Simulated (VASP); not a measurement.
Set up this calculation in VASP 6.6.1, as the native input.

| Item | Value |
| --- | --- |
| Task | relaxation of cell and atoms |
| Functional | PBE |
| Potentials or basis | VASP PAW PBE potentials, release 64 (Al, O) |
| Cutoff | 600 eV |
| k mesh | 9 × 9 × 7 |
| Occupations | fermi-dirac, width 0.05 eV |
| Spin | no spin polarisation |
| Dipole correction | no |
| Further INCAR settings | ALGO = Normal; EDIFF = 1e-06; IBRION = 2; EDIFFG = -0.01; NSW = 60; ISIF = 3 |

The structure of AlO2 lies in POSCAR:

```
AlO2
1.0
    1.4881620000     -5.4028330000      0.0000000000
    1.4881620000      5.4028330000      0.0000000000
    0.0000000000      0.0000000000      3.6466120000
Al O
2 4
Direct
    0.6681330000      0.3318670000      0.7500000000
    0.3318670000      0.6681330000      0.2500000000
    0.0610720000      0.9389280000      0.7500000000
    0.9389280000      0.0610720000      0.2500000000
    0.2941840000      0.7058160000      0.7500000000
    0.7058160000      0.2941840000      0.2500000000
```

The input as run:

INCAR

```
SYSTEM = AlO2
ALGO = Normal ; EDIFF = 1E-6
EDIFFG = -0.01 ; ENCUT = 600
GGA = PE ; IBRION = 2
ISIF = 3 ; ISMEAR = -1
LASPH = .TRUE. ; LCHARG = .FALSE.
LREAL = .FALSE. ; LWAVE = .FALSE.
NELM = 80 ; NSW = 60
PREC = Accurate ; SIGMA = 0.05
```

KPOINTS

```
k-points
0
G
  9 9 7
  0 0 0
```

Potentials or basis: VASP PAW PBE potentials, release 64 (Al, O).

Run with:

```console
$ cat potpaw_PBE.64/Al/POTCAR potpaw_PBE.64/O/POTCAR > POTCAR
$ mpirun -np 1 vasp_std > vasp.out
```

Results of the run:

```
Relaxed volume                        : 8.83 Å³/atom
Relaxed cell                          : a = 5.195 Å, b = 5.195 Å, c = 3.621 Å, α = 90.00°, β = 90.00°, γ = 147.16°
Space group after relaxing (to 0.1 Å) : Cmcm (No. 63)
Energy gained by relaxing             : 121.1 meV/atom
Ionic steps                           : 19
Pressure after relaxing               : 0.0 GPa
Largest force after relaxing          : 0.004 eV/Å
Band gap on the k mesh                : 0.89 eV (least direct gap 0.97 eV)
```

Caveat: an odd mesh through Γ misses points on the zone boundary, where band edges can lie.

Wall time 36 min on 1 thread of Intel Xeon 8259CL, with other jobs on the host, peak memory 0.34 GiB.
